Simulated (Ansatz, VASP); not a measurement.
**Cd in VASP and in Ansatz**

Contents of INCAR:

```
ALGO = Normal
EDIFF = 1E-7
ENCUT = 520
GGA = PS
ISIF = 2
ISMEAR = -1
LASPH = True
LCHARG = True
LELF = True
LREAL = False
LVHAR = True
LWAVE = False
NBANDS = 32
NELM = 80
PREC = Accurate
SIGMA = 0.1
```

The input KPOINTS:

```
k-points
0
Gamma
  13 13 4
```

Contents of POSCAR:

```
Cd
1.0
    3.1975349917      0.0000000000      0.0000000000
   -1.5987674958      2.7691465323      0.0000000000
    0.0000000000      0.0000000000     10.1810564701
Cd
4
Direct
    1.0000000000      0.0000000000      0.0000000000
    1.0000000000      0.0000000000      0.5000000000
    0.3333333333      0.6666666667      0.2500000000
    0.6666666667      0.3333333333      0.7500000000
```

Input for Ansatz:

```yaml
crystal:
  lattice:
    - [3.1975349917, 0.0, 0.0]
    - [-1.5987674958, 2.7691465323, 0.0]
    - [0.0, 0.0, 10.1810564701]
  atoms:
    - { symbol: Cd, position: [1.0, 0.0, 0.0] }
    - { symbol: Cd, position: [1.0, 0.0, 0.5] }
    - { symbol: Cd, position: [0.3333333333, 0.6666666667, 0.25] }
    - { symbol: Cd, position: [0.6666666667, 0.3333333333, 0.75] }
hamiltonian:
  xc: pbesol
  pseudopotentials:
    kind: paw
    azcp:
      Cd: "pseudopotentials/Cd.paw.azcp"
basis:
  ecutwfc: 420
  fft_grid_basis: typed
kpoints:
  mp_grid: { grid: [13, 13, 4], shift: [0, 0, 0] }
magnetization:
  spin_polarized: false
scf:
  occupations: { method: fermi_dirac, width: 0.1 }
  lower_state_search: "off"
output:
  stress: true
  write_density: true
  write_potential: true
  elf: true
  volumetric_format: npy
```

Alike in both runs: task single point; functional PBEsol; k mesh 13 × 13 × 4; occupations fermi-dirac, width 0.1 eV; no spin polarisation.

|  | VASP | Ansatz |
| --- | --- | --- |
| version | VASP 6.6.1 | Ansatz 0.2.0 |
| potentials or method | VASP PAW PBE potentials, release 64 (Cd), cutoff 520 eV | plane waves (420 eV) with PAW, scalar-relativistic |
| valence electrons in the cell | 48 | 80 |

VASP gave:

```
pressure (GPa) : -3.2
```

Estimate Ansatz's values.

pressure (GPa): -3.4.

VASP's potentials were made for PBE, not for PBEsol, and Ansatz warns of the same on its side. VASP's potentials hold 48 valence electrons a cell and Ansatz's 80, so a difference there can come from the potentials and not from the codes.
